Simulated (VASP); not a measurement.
Set up this calculation in VASP 6.6.1, as the native input.

```
Task                   : relaxation of cell and atoms
Functional             : PBE
Potentials or basis    : VASP PAW PBE potentials, release 64 (Al, N)
Cutoff                 : 600 eV
k mesh                 : 10 × 10 × 10
Occupations            : gaussian, width 0.01 eV
Spin                   : no spin polarisation
Target pressure        : 22 GPa
Dipole correction      : no
Further INCAR settings : ALGO = Normal; EDIFF = 1e-07; IBRION = 2; EDIFFG = -0.001; NSW = 80; ISIF = 3
```

The structure of AlN lies in POSCAR:

```
AlN
1.0
    0.0000000000      2.1640311976      2.1640311976
    2.1640311976      0.0000000000      2.1640311976
    2.1640311976      2.1640311976      0.0000000000
Al N
1 1
Direct
    0.0000000000      0.0000000000      0.0000000000
    0.7500000000      0.7500000000      0.7500000000
```

The input as run:

INCAR

```
SYSTEM = AlN
PREC = Accurate
ENCUT = 600
EDIFF = 1E-7
ISMEAR = 0
SIGMA = 0.01
LREAL = .False.
LASPH = .True.
NELM = 120
ALGO = Normal
ISIF = 3
LWAVE = .False.
LCHARG = .False.
GGA = PE
IBRION = 2
NSW = 80
EDIFFG = -0.001
PSTRESS = 220.0
GGA_COMPAT = .False.
NELMIN = 4
```

KPOINTS

```
Automatic mesh
0
Gamma
  10 10 10
  0 0 0
```

Potentials or basis: VASP PAW PBE potentials, release 64 (Al, N).

Run with:

```bash
$ cat potpaw_PBE.64/Al/POTCAR potpaw_PBE.64/N/POTCAR > POTCAR
$ mpirun -np 1 vasp_std > vasp.out
```

Results of the run:

```
Relaxed volume                                         : 9.69 Å³/atom
Relaxed cell                                           : a = 3.015 Å, b = 3.015 Å, c = 3.015 Å, α = 60.00°, β = 60.00°, γ = 60.00°
Space group after relaxing (to 0.05 Å)                 : F-43m (No. 216)
Energy change on relaxing (the enthalpy is what falls) : +44.4 meV/atom
Ionic steps                                            : 6
Pressure after relaxing                                : 22.0 GPa
Band gap on the k mesh                                 : 3.35 eV, indirect (least direct gap 4.85 eV)
```

Caveat: the cell is relaxed towards a set pressure, so the enthalpy falls and the energy may rise.

Wall time 15 s on 1 thread of AMD EPYC 9R45 96-Core Processor (Zen 5), on a shared host, peak memory 0.11 GiB.
